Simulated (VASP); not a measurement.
Set up this calculation in VASP 6.6.1, as the native input.

| Item | Value |
| --- | --- |
| Task | single point |
| Functional | PBE |
| Potentials or basis | VASP PAW PBE potentials, release 64 (Tl_d) |
| Cutoff | 520 eV |
| k mesh | 4 × 4 × 2 |
| Occupations | fermi-dirac, width 0.1 eV |
| Spin | no spin polarisation |
| Dipole correction | no |
| Further INCAR settings | ALGO = Normal; EDIFF = 1e-07; NBANDS = 20 |

The structure of Tl lies in POSCAR:

```
Tl
1.0
    3.5902820628      0.0000000000      0.0000000000
   -1.7951410314      3.1092754731      0.0000000000
    0.0000000000      0.0000000000      5.6419406004
Tl
2
Direct
    0.3333333333      0.6666666667      0.2500000000
    0.6666666667      0.3333333333      0.7500000000
```

One way to write it, as run:

INCAR

```
SYSTEM = Tl
PREC = Accurate ; ENCUT = 520
EDIFF = 1E-7 ; ISMEAR = -1
SIGMA = 0.1 ; LREAL = .False.
LASPH = .True. ; NELM = 60
ALGO = Normal ; ISIF = 2
LWAVE = .False. ; LCHARG = .False.
GGA = PE ; NBANDS = 20
```

KPOINTS

```
Automatic mesh
0
Gamma
  4 4 2
  0 0 0
```

Potentials or basis: VASP PAW PBE potentials, release 64 (Tl_d).

The run is started by

```sh
$ cat potpaw_PBE.64/Tl_d/POTCAR > POTCAR
$ mpirun -np 1 vasp_std > vasp.out
```

Results of the run:

```
Pressure               : 1.1 GPa
Band gap on the k mesh : zero (bands 13 and 14 overlap by 5.22 eV)
```

Caveat: the k points lie up to 0.56 Å⁻¹ apart, too coarse for converged energies and pressures of a metal; spin-orbit coupling is left out, which moves the levels of the heavy elements.

Wall time 19 s on 1 thread of Intel Xeon 8259CL, with other jobs on the host, peak memory 0.17 GiB.
